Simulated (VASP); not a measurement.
Set up this calculation in VASP 6.6.1, as the native input.

| Quantity | Value |
| --- | --- |
| Task | single point |
| Functional | PBE |
| Potentials or basis | VASP PAW PBE potentials, release 64 (Re) |
| Cutoff | 520 eV |
| k mesh | 19 × 19 × 19 |
| Occupations | fermi-dirac, width 0.05 eV |
| Spin | non-collinear spin, zero start, spin-orbit coupling |
| Starting moments | [[0.0, 0.0, 0.0]] μB |
| Dipole correction | no |
| Further INCAR settings | ALGO = Normal; EDIFF = 1e-06; NBANDS = 18 |

The structure of Re lies in POSCAR:

```
Re
1.0
   -1.5576080158      1.5576080158      1.5576080158
    1.5576080158     -1.5576080158      1.5576080158
    1.5576080158      1.5576080158     -1.5576080158
Re
1
Direct
    0.0000000000      0.0000000000      0.0000000000
```

These files were run (other wordings do the same):

INCAR

```
ALGO     = Normal         # electronic algorithm
EDIFF    = 1E-6           # SCF threshold, eV
ENCUT    = 520            # plane-wave cutoff, eV
GGA      = PE             # functional
GGA_COMPAT= False        
ISIF     = 2              # what is computed and relaxed
ISMEAR   = -1             # smearing method
LASPH    = True           # aspherical terms in the spheres
LCHARG   = False          # write CHGCAR
LMAXMIX  = 4              # l up to which the mixer works
LORBIT   = 11             # projections on sites
LORBMOM  = True         
LREAL    = False          # projectors in reciprocal space
LSORBIT  = True           # spin-orbit coupling
LWAVE    = False          # write WAVECAR
MAGMOM   = 0 0 0          # initial moments
NBANDS   = 18             # bands
NELM     = 150            # most SCF steps
PREC     = Accurate       # precision mode
SIGMA    = 0.05           # smearing width, eV
```

KPOINTS

```
k-points
0
Gamma
  19 19 19
```

Potentials or basis: VASP PAW PBE potentials, release 64 (Re).

The run is started by

```console
$ cat potpaw_PBE.64/Re/POTCAR > POTCAR
$ mpirun -np 1 vasp_ncl > vasp.out
```

Results of the run:

```
Pressure                                              : -0.4 GPa
Net moment                                            : 0.00 μB per cell
Valence electrons inside the program's atomic spheres : Re 6.03
```

It took 3.7 min on 1 thread of Intel Xeon 8259CL (shared host), peak memory 0.22 GiB.
